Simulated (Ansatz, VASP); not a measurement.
## Os in VASP and in Ansatz

INCAR

```
ALGO = Normal
EDIFF = 1E-7
ENCUT = 520
GGA = CA
ISIF = 2
ISMEAR = 0
LASPH = True
LCHARG = False
LREAL = False
LWAVE = False
NBANDS = 15
NELM = 100
PREC = Accurate
SIGMA = 0.03
```

The input KPOINTS:

```
k-points
0
Gamma
  13 13 8
```

Contents of POSCAR:

```
Os
1.0
    2.7175247593      0.0000000000      0.0000000000
   -1.3587623796      2.3534454770      0.0000000000
    0.0000000000      0.0000000000      4.2844606214
Os
2
Direct
    0.3333333333      0.6666666667      0.2500000000
    0.6666666667      0.3333333333      0.7500000000
```

Input for Ansatz:

```yaml
crystal:
  lattice:
    - [2.7175247593, 0.0, 0.0]
    - [-1.3587623796, 2.353445477, 0.0]
    - [0.0, 0.0, 4.2844606214]
  atoms:
    - { symbol: Os, position: [0.3333333333, 0.6666666667, 0.25] }
    - { symbol: Os, position: [0.6666666667, 0.3333333333, 0.75] }
hamiltonian:
  xc: lda
  pseudopotentials:
    kind: paw
    azcp:
      Os: "pseudopotentials/Os.paw.azcp"
basis:
  ecutwfc: 420
  fft_grid_basis: typed
kpoints:
  mp_grid: { grid: [13, 13, 8], shift: [0, 0, 0] }
magnetization:
  spin_polarized: false
scf:
  occupations: { method: gaussian, width: 0.03 }
  lower_state_search: "off"
output:
  stress: true
```

Alike in both runs: task single point; functional LDA; k mesh 13 × 13 × 8; occupations gaussian, width 0.03 eV; no spin polarisation.

|  | VASP | Ansatz |
| --- | --- | --- |
| version | VASP 6.6.1 | Ansatz 0.2.0 |
| potentials or method | VASP PAW LDA potentials, release 64 (Os), cutoff 520 eV | plane waves (420 eV) with PAW, scalar-relativistic |
| valence electrons in the cell | 16 | 32 |

```tsv
	VASP	Ansatz	Ansatz less VASP
pressure (GPa)	0.9	-0.1	-0.97
traceless stress, the component that is largest in VASP (GPa)	-0.80	-0.70	+0.100
```

Ansatz warns that its potentials were made for another functional, while VASP's fit it. LDA's correlation is that of Perdew and Zunger in VASP and of Perdew and Wang (1992) in Ansatz. VASP's potentials hold 16 valence electrons a cell and Ansatz's 32, so a difference there can come from the potentials and not from the codes.

Neither program's run includes spin-orbit coupling.
